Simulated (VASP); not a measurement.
Input of a VASP 6.6.1 run:

File INCAR:

```
SYSTEM = SnTe
  PREC = Accurate
  ENCUT = 520
  EDIFF = 1E-6
  ISMEAR = 0
  SIGMA = 0.03
  LREAL = .FALSE.
  LASPH = .TRUE.
  NELM = 80
  ALGO = Normal
  ISIF = 2
  LWAVE = .FALSE.
  LCHARG = .FALSE.
  GGA = PE
  NBANDS = 17
```

File KPOINTS:

```
regular mesh
0
G
  7 7 7
  0 0 0
```

The input POSCAR:

```
SnTe
1.0
    3.9047000000      0.0000000000      0.0000000000
    0.0000000000      3.9047000000      0.0000000000
    0.0000000000      0.0000000000      3.9047000000
Te Sn
1 1
Direct
    0.5000000000      0.5000000000      0.5000000000
    0.0000000000      0.0000000000      0.0000000000
```

Potentials or basis: VASP PAW PBE potentials, release 64 (Te, Sn_d).

Run with:

```console
$ cat potpaw_PBE.64/Te/POTCAR potpaw_PBE.64/Sn_d/POTCAR > POTCAR
$ mpirun -np 1 vasp_std > vasp.out
```

(1) Predict the pressure.

(2) Estimate the band gap on the k mesh.

Answers

(1) -1.2 GPa.

(2) zero (band 10 reaches 7.21 eV, above the bottom of band 11 at 6.18 eV).

Caveat: spin-orbit coupling is left out, which moves the levels of the heavy elements.
